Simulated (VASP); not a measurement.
# GaAs (Fm-3m) in VASP: relaxation of cell and atoms with HSE06

Aim: the relaxation of cell and atoms of GaAs with HSE06.

All numbers are computed with VASP 6.6.1; they aren't measurements. Logs are shortened: lines on timing, memory, paths and dates and some standing lists are left out, and cuts for length are marked.

## 1. The cell of the first run

It takes space group Fm-3m (No. 225, cubic). The conventional cell has a = 5.392 Å, b = 5.392 Å, c = 5.392 Å, α = 90.00°, β = 90.00°, γ = 90.00°. Within 3.6 Å of Ga (site symmetry m-3m) lie 6 As at 2.70 Å. As (site symmetry m-3m) has 6 Ga at 2.70 Å within 3.6 Å.

## 2. Relaxation of cell and atoms, HSE06

File POSCAR:

```
GaAs
1.0
    0.0000000000      2.6958900000      2.6958900000
    2.6958900000      0.0000000000      2.6958900000
    2.6958900000      2.6958900000      0.0000000000
Ga As
1 1
Direct
    0.0000000000      0.0000000000      0.0000000000
    0.5000000000      0.5000000000      0.5000000000
```

File INCAR.step1:

```
SYSTEM = GaAs
ALGO = Normal ; EDIFF = 1E-5
ENCUT = 600 ; GGA = PE
ISMEAR = -1 ; LASPH = .TRUE.
LCHARG = .FALSE. ; LREAL = .FALSE.
LWAVE = .TRUE. ; NBANDS = 16
NELM = 100 ; PREC = Accurate
SIGMA = 0.05
```

File INCAR.step2:

```
SYSTEM = GaAs
ALGO = Normal ; EDIFF = 1E-6
EDIFFG = -0.01 ; ENCUT = 600
GGA = PE ; HFSCREEN = 0.2079
IBRION = 2 ; ISIF = 3
ISMEAR = -1 ; ISTART = 1
LASPH = .TRUE. ; LCHARG = .FALSE.
LHFCALC = .TRUE. ; LREAL = .FALSE.
LWAVE = .FALSE. ; NELM = 100
NSW = 60 ; PREC = Accurate
PRECFOCK = Normal ; SIGMA = 0.05
```

File KPOINTS:

```
k-points
0
G
  5 5 5
  0 0 0
```

Potentials or basis: VASP PAW PBE potentials, release 64 (Ga_d, As).

The run is started by

```console
$ cat potpaw_PBE.64/Ga_d/POTCAR potpaw_PBE.64/As/POTCAR > POTCAR
$ cp INCAR.step1 INCAR
$ mpirun -np 1 vasp_std > vasp.out
$ cp INCAR.step2 INCAR
$ mpirun -np 1 vasp_std > vasp.out
```

OUTCAR:

```text
SYSTEM = GaAs
   EDIFF = 1E-6
   EDIFFG = -0.01
   ENCUT = 600
   GGA = PE
   HFSCREEN = 0.2079
   IBRION = 2
   ISIF = 3
   ISMEAR = -1
   ISTART = 1
   LASPH = .TRUE.
   LHFCALC = .TRUE.
   LREAL = .FALSE.
   NELM = 100
   NSW = 60
   PREC = Accurate
   PRECFOCK = Normal

 ion  position               nearest neighbor table
   1  0.000  0.000  0.000-   2 2.70   2 2.70   2 2.70   2 2.70   2 2.70   2 2.70
   2  0.500  0.500  0.500-   1 2.70   1 2.70   1 2.70   1 2.70   1 2.70   1 2.70

  LATTYP: Found a face centered cubic cell.
 ALAT       =     5.3917800000

  Lattice vectors:

 A1 = (   0.0000000000,   2.6958900000,   2.6958900000)
 A2 = (   2.6958900000,   0.0000000000,   2.6958900000)
 A3 = (   2.6958900000,   2.6958900000,   0.0000000000)

Analysis of symmetry for initial positions (statically):
=====================================================================
 Subroutine PRICEL returns:
 Original cell was already a primitive cell.

 Routine SETGRP: Setting up the symmetry group for a
 face centered cubic supercell.

 Subroutine GETGRP returns: Found 48 space group operations
 (whereof 48 operations were pure point group operations)
 out of a pool of 48 trial point group operations.

The static configuration has the point symmetry O_h .

Analysis of symmetry for dynamics (positions and initial velocities):
=====================================================================
 Subroutine PRICEL returns:
 Original cell was already a primitive cell.

 Routine SETGRP: Setting up the symmetry group for a
 face centered cubic supercell.

 Subroutine GETGRP returns: Found 48 space group operations
 (whereof 48 operations were pure point group operations)
 out of a pool of 48 trial point group operations.

The dynamic configuration has the point symmetry O_h .

 Subroutine INISYM returns: Found 48 space group operations
 (whereof 48 operations are pure point group operations),
 and found     1 'primitive' translations

----------------------------------------------------------------------------------------

                                     Primitive cell

  volume of cell :      39.1865

  direct lattice vectors                    reciprocal lattice vectors
     0.000000000  2.695890000  2.695890000    -0.185467508  0.185467508  0.185467508
     2.695890000  0.000000000  2.695890000     0.185467508 -0.185467508  0.185467508
     2.695890000  2.695890000  0.000000000     0.185467508  0.185467508 -0.185467508

  length of vectors
     3.812564201  3.812564201  3.812564201     0.321239147  0.321239147  0.321239147

  position of ions in fractional coordinates (direct lattice)
     0.000000000  0.000000000  0.000000000
     0.500000000  0.500000000  0.500000000

  ion indices of the primitive-cell ions
   primitive index   ion index
                 1           1
                 2           2

----------------------------------------------------------------------------------------

 KPOINTS: k-points

Automatic generation of k-mesh.
 Grid dimensions read from file:
 generate k-points for:    5    5    5

 Generating k-lattice:

  Cartesian coordinates                     Fractional coordinates (reciprocal lattice)
    -0.037093502  0.037093502  0.037093502     0.200000000  0.000000000  0.000000000
     0.037093502 -0.037093502  0.037093502     0.000000000  0.200000000  0.000000000
     0.037093502  0.037093502 -0.037093502     0.000000000  0.000000000  0.200000000

  Length of vectors
     0.064247829  0.064247829  0.064247829

  Shift w.r.t. Gamma in fractional coordinates (k-lattice)
     0.000000000  0.000000000  0.000000000

 Subroutine IBZKPT returns following result:
 ===========================================

 Found     10 irreducible k-points:

 Following reciprocal coordinates:
            Coordinates               Weight
  0.000000  0.000000  0.000000      1.000000
  0.200000  0.000000  0.000000      8.000000
  0.400000  0.000000  0.000000      8.000000
  0.200000  0.200000  0.000000      6.000000
  0.400000  0.200000  0.000000     24.000000
 -0.400000  0.200000  0.000000     24.000000
 -0.200000  0.200000  0.000000     12.000000
  0.400000  0.400000  0.000000      6.000000
 -0.400000  0.400000  0.000000     12.000000
 -0.400000  0.400000  0.200000     24.000000
   k-points           NKPTS =     10   k-points in BZ     NKDIM =    125   number of bands    NBANDS=     13
   number of dos      NEDOS =    301   number of ions     NIONS =      2
   total plane-waves  NPLWV =  27000
   dimension x,y,z NGX =    30 NGY =   30 NGZ =   30
   dimension x,y,z NGXF=    60 NGYF=   60 NGZF=   60
   ions per type =               1   1
   NGX,Y,Z   is equivalent  to a cutoff of  13.08, 13.08, 13.08 a.u.
   NGXF,Y,Z  is equivalent  to a cutoff of  26.16, 26.16, 26.16 a.u.
 SYSTEM =  GaAs
   PREC   = accura    normal or accurate (medium, high low for compatibility)
   ISTART =      1    job   : 0-new  1-cont  2-samecut
   ICHARG =      0    charge: 1-file 2-atom 10-const
   ISPIN  =      1    spin polarized calculation?
   LNONCOLLINEAR =      F non collinear calculations
   LSORBIT =      F    spin-orbit coupling
   LASPH  =      T    aspherical Exc in radial PAW
   ENCUT  =  600.0 eV  44.10 Ry    6.64 a.u.   7.61  7.61  7.61*2*pi/ulx,y,z
   NELM   =    100;   NELMIN=  2; NELMDL=  0     # of ELM steps
   EDIFF  = 0.1E-05   stopping-criterion for ELM
   LREAL  =      F    real-space projection
   EDIFFG = -.1E-01   stopping-criterion for IOM
   NSW    =     60    number of steps for IOM
   IBRION =      2    ionic relax: 0-MD 1-quasi-New 2-CG
   NFREE  =      1    steps in history (QN), initial steepest desc. (CG)
   ISIF   =      3    stress and relaxation
   ISYM   =      3    0-nonsym 1-usesym 2-fastsym
   POTIM  = 0.5000    time-step for ionic-motion
   TEBEG  =    0.0;   TEEND  =   0.0 temperature during run
   PSTRESS=    0.0 pullay stress
   NELECT =      18.0000    total number of electrons
   NUPDOWN=      -1.0000    fix difference up-down
   EMIN   =  10.00;   EMAX   =-10.00  energy-range for DOS
   EFERMI =   0.00;   METHOD = LEGACY
   ISMEAR =    -1;   SIGMA  =   0.05  broadening in eV -4-tet -1-fermi 0-gaus
   EFERMI_NEDOS =   21; number of points for ismear=-14 and -15
   IALGO  =     38    algorithm
   IMIX   =      1    mixing-type and parameters
     AMIX     =   0.40;   BMIX     =  1.00
     AMIX_MAG =   1.60;   BMIX_MAG =  1.00
  volume/ion in A,a.u.               =      19.59       132.22
  Fermi-wavevector in a.u.,A,eV,Ry     =   1.263146  2.387000 21.708605  1.595537
  Thomas-Fermi vector in A             =   2.396518
   LORBIT       =      0    0 simple, 1 ext, 2 COOP (PROOUT), +10 PAW based schemes
   GGA     = PE    functional components
   LHFCALC =     T    Hartree Fock is set to
   PRECFOCK=normal    Normal, Fast or Accurate (Low or Medium for compatibility)
   ENCUT4O =  -1.0   cutoff for four orbital integrals eV
   NKREDX  =     1    reduce k-point grid by
   NKREDY  =     1    reduce k-point grid by
   NKREDZ  =     1    reduce k-point grid by
   AEXX    =    0.2500 exact exchange contribution
   HFSCREEN=    0.2079 screening length (either q_TF or 0.3 A-1)
   HFSCREENC=   0.2079 screening length for correlation (either q_TF or 0.3 A-1)
   ENCUTFOCK=  -1.0 apply spherical cutoff to Coloumb kernel
   IVDW    =     0    specifies the selected vdW correction
   LEPSILON=     F    determine dielectric tensor
   LRPA    =     F    only Hartree local field effects (RPA)
 conjugate gradient relaxation of ions
 non-spin polarized calculation
  energy-cutoff  :      600.00
  volume of cell :       39.19
 maximum number of plane-waves:      1326
  NGX = 24; NGY = 24; NGZ = 24

--------------------------------------- Ionic step        1  -------------------------------------------

 number of electron      17.9999994 magnetization

 Free energy of the ion-electron system (eV)
  ---------------------------------------------------
  ext. energy  EPLUGINS =         0.00000000
  ---------------------------------------------------
  free energy    TOTEN  =        -8.91425827 eV

  energy without entropy =       -8.90426642  energy(sigma->0) =       -8.90926235

------------------------ aborting loop because EDIFF is reached ----------------------------------------

  FORCE on cell =-STRESS in cart. coord.  units (eV):
  Direction    XX          YY          ZZ          XY          YZ          ZX
  --------------------------------------------------------------------------------------
  -------------------------------------------------------------------------------------
  Total       -0.7037697     -0.7037697     -0.7037697      0.0000000      0.0000000     -0.0000000
  in kB      -28.7742908    -28.7742908    -28.7742908      0.0000000      0.0000000     -0.0000000
  external PRESSURE =     -28.7742908 kB  Pullay stress =       0.0000000 kB

 VOLUME and BASIS-vectors are now :
 -----------------------------------------------------------------------------
  energy-cutoff  :      600.00
  volume of cell :       39.19
      direct lattice vectors                 reciprocal lattice vectors
     0.000000000  2.695890000  2.695890000    -0.185467508  0.185467508  0.185467508
     2.695890000  0.000000000  2.695890000     0.185467508 -0.185467508  0.185467508
     2.695890000  2.695890000  0.000000000     0.185467508  0.185467508 -0.185467508
[... 37 lines left out ...]
 POSITION                                       TOTAL-FORCE (eV/Angst)
 -----------------------------------------------------------------------------------
      0.00000      0.00000      0.00000         0.000000      0.000000      0.000000
      2.65012      2.65012      2.65012        -0.000000     -0.000000     -0.000000
 -----------------------------------------------------------------------------------
    total drift:                               -0.000029     -0.000017      0.000009

  FREE ENERGIE OF THE ION-ELECTRON SYSTEM (eV)
  ---------------------------------------------------
  free  energy   TOTEN  =        -8.9258260092 eV

  energy  without entropy=       -8.9162221079  energy(sigma->0) =       -8.92102406

--------------------------------------- Ionic step        3  -------------------------------------------

 number of electron      18.0000009 magnetization

 Free energy of the ion-electron system (eV)
  ---------------------------------------------------
  ext. energy  EPLUGINS =         0.00000000
  ---------------------------------------------------
  free energy    TOTEN  =        -8.92785826 eV

  energy without entropy =       -8.91817510  energy(sigma->0) =       -8.92301668

 E-fermi :   5.6092     XC(G=0):  -8.8935

 val. band max:        5.5804771264   @ k =   0.4000   0.0000   0.0000
 cond. band min:       5.9585001694   @ k =   0.4000   0.2000   0.0000
 fundamental gap:      0.3780230431
 Fermi energy:         5.6091810919

 k-point     1 :       0.0000    0.0000    0.0000
  band No.  band energies     occupation
      1     -12.3515      2.00000
      2     -12.3515      2.00000
      3     -12.3225      2.00000
      4     -12.3225      2.00000
      5     -12.3225      2.00000
      6      -9.4593      2.00000
      7       5.3955      1.97250
      8       5.3955      1.97250
      9       5.3955      1.97250
     10       6.2267      0.00001
     11      13.3470      0.00000
     12      13.3470      0.00000
     13      13.3470      0.00000

 k-point     2 :       0.2000    0.0000    0.0000
  band No.  band energies     occupation
      1     -12.3613      2.00000
      2     -12.3613      2.00000
      3     -12.3237      2.00000
      4     -12.3134      2.00000
      5     -12.3134      2.00000
      6      -8.8508      2.00000
      7       1.3504      2.00000
      8       5.3966      1.97191
      9       5.3966      1.97191
     10       8.5934      0.00000
     11      11.4329      0.00000
[... 150 lines left out ...]
 POSITION                                       TOTAL-FORCE (eV/Angst)
 -----------------------------------------------------------------------------------
      0.00000      0.00000      0.00000        -0.000000     -0.000000     -0.000000
      2.66250      2.66250      2.66250         0.000000      0.000000      0.000000
 -----------------------------------------------------------------------------------
    total drift:                                0.000002      0.000010     -0.000018

  FREE ENERGIE OF THE ION-ELECTRON SYSTEM (eV)
  ---------------------------------------------------
  free  energy   TOTEN  =        -8.9278582559 eV

  energy  without entropy=       -8.9181750988  energy(sigma->0) =       -8.92301668

 reached required accuracy - stopping structural energy minimisation
```

Wall time 44 min (1 thread of Intel Xeon Platinum 8488C (Sapphire Rapids), shared host); peak memory 0.3 GiB.

Results:

```
Free energy                           : -8.9279 eV
Relaxed volume                        : 18.87 Å³/atom
Relaxed cell                          : a = 3.765 Å, b = 3.765 Å, c = 3.765 Å, α = 60.00°, β = 60.00°, γ = 60.00°
Space group after relaxing (to 0.1 Å) : Fm-3m (No. 225)
Energy gained by relaxing             : 6.8 meV/atom
Ionic steps                           : 3
Pressure after relaxing               : 0.0 GPa
Band gap on the k mesh                : zero (bands 9 and 10 overlap by 3.35 eV)
```

The path:
| step | energy change (eV) | largest force (eV/Å) | pressure (GPa) | volume (Å³) |
| --- | --- | --- | --- | --- |
| 1 | 0.0000 | 0.0000 | -2.88 | 39.19 |
| 2 | -0.0116 | 0.0000 | 1.33 | 37.22 |
| 3 | -0.0136 | 0.0000 | -0.05 | 37.75 |

Final structure:
```
Ga As
1.0
     0.00000    2.66250    2.66250
     2.66250    0.00000    2.66250
     2.66250    2.66250    0.00000
Ga As
1 1
Direct
  0.00000 0.00000 0.00000
  0.50000 0.50000 0.50000
```

Levels at points of the mesh, in eV from the Fermi level:
```csv
k point,band 5,band 6,band 7,band 8,band 9,band 10,band 11,band 12,band 13
"(0.00, 0.00, 0.00)",-17.93,-15.07,-0.21,-0.21,-0.21,0.62,7.74,7.74,7.74
```

Caveat: the k points lie up to 0.41 Å⁻¹ apart in the final cell, too coarse for converged energies and pressures of a metal; the PAW data sets were made with another functional, which shifts forces and pressure a little.

The gap in the log of VASP goes by the Fermi energy; the results here count the filled bands.